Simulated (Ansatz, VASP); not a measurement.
# Sr in VASP and in Ansatz

```
CELL_PARAMETERS angstrom
4.30610 0.00000 0.00000
-2.15305 3.72919 0.00000
0.00000 0.00000 7.11647
ATOMIC_POSITIONS crystal
Sr 0.33333 0.66667 0.25000
Sr 0.66667 0.33333 0.75000
```

Alike in both runs: functional r2SCAN; k mesh 12 × 12 × 6; occupations gaussian, width 0.1 eV; no spin polarisation.

Ansatz relaxed the structure, and its values are those at the end. VASP's run is a single point on that final structure, the one shown.

```csv
,VASP,Ansatz
version,VASP 6.6.1,Ansatz 0.2.0
potentials or method,"VASP PAW PBE potentials, release 64 (Sr_sv), cutoff 520 eV","scalar-relativistic, plane waves, PAW"
valence electrons in the cell,20,20
```

```tsv
	VASP	Ansatz	Ansatz less VASP
gap on the k mesh at the Fermi level (eV)	none	none	-
pressure (GPa)	0.0	0.0	-0.01
```

VASP's potentials were made for PBE, not for r2SCAN. A gap of «none» marks a metal or a gap that the smearing closes.
